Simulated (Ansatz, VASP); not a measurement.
**Two plane-wave programs on PdPtSe4**

Contents of INCAR:

```
SYSTEM = PdPtSe4
PREC = Accurate
ENCUT = 600
EDIFF = 1E-7
ISMEAR = 0
SIGMA = 0.1
LREAL = .False.
LASPH = .True.
NELM = 60
ALGO = Normal
ISIF = 3
LWAVE = .False.
LCHARG = .False.
GGA = PE
IBRION = 2
NSW = 100
EDIFFG = -0.01
```

The input KPOINTS:

```
Automatic mesh
0
Gamma
  12 12 4
  0 0 0
```

Contents of POSCAR:

```
PdPtSe4
1.0
    3.7932063000      0.0000000000      0.0000000000
   -1.8966031000      3.2850130000      0.0000000000
    0.0000000000      0.0000000000     10.3054044000
Pd Pt Se
1 1 4
Direct
    0.0000000000      0.0000000000      0.5000000000
    0.0000000000      0.0000000000      0.0000000000
    0.3333333000      0.6666667000      0.1251770000
    0.3333333000      0.6666667000      0.6246970000
    0.6666667000      0.3333333000      0.3753030000
    0.6666667000      0.3333333000      0.8748230000
```

Input for Ansatz:

```yaml
crystal:
  lattice:
    - [3.7932063, 0.0, 0.0]
    - [-1.8966031, 3.285013, 0.0]
    - [0.0, 0.0, 10.3054044]
  atoms:
    - { symbol: Pd, position: [0.0, 0.0, 0.5] }
    - { symbol: Pt, position: [0.0, 0.0, 0.0] }
    - { symbol: Se, position: [0.3333333, 0.6666667, 0.125177] }
    - { symbol: Se, position: [0.3333333, 0.6666667, 0.624697] }
    - { symbol: Se, position: [0.6666667, 0.3333333, 0.375303] }
    - { symbol: Se, position: [0.6666667, 0.3333333, 0.874823] }
basis:
  ecutwfc: 420
kpoints:
  mp_grid: { grid: [12, 12, 4] }
hamiltonian:
  xc: pbe
scf:
  occupations: { method: gaussian, width: 0.1 }
output:
  forces: true
  stress: true
  eigenvalues: true
  write_density: true
  write_potential: true
  elf: true
  volumetric_format: npy
relax:
  adjacent_minimum: "off"
  f_tol: 0.01
  max_steps: 80
  cell: { stress_tol: 0.05 }
```

Alike in both runs: task relaxation of cell and atoms; functional PBE; k mesh 12 × 12 × 4; occupations gaussian, width 0.1 eV; no spin polarisation.

```csv
,VASP,Ansatz
version,VASP 6.6.1,Ansatz 0.2.0
potentials or method,"VASP PAW PBE potentials, release 64 (Pd, Pt, Se), cutoff 600 eV","scalar-relativistic, plane waves, PAW"
valence electrons in the cell,44,100
```

```csv
,VASP,Ansatz,Ansatz less VASP
"gap on the k mesh at the Fermi level, each at its own relaxed structure (eV)",none,none,-
relaxed volume (Å³/atom),21.40,21.40,0.000
relaxed cell length with the largest relative difference (Å),3.793,3.793,0.0000
```

A gap of «none» marks a metal or a gap that the smearing closes. VASP's potentials hold 44 valence electrons a cell and Ansatz's 100, so a difference there can come from the potentials and not from the codes.

Spin-orbit coupling is off throughout. Noted on VASP's run: the relaxation stopped at its first step, so nothing moved.
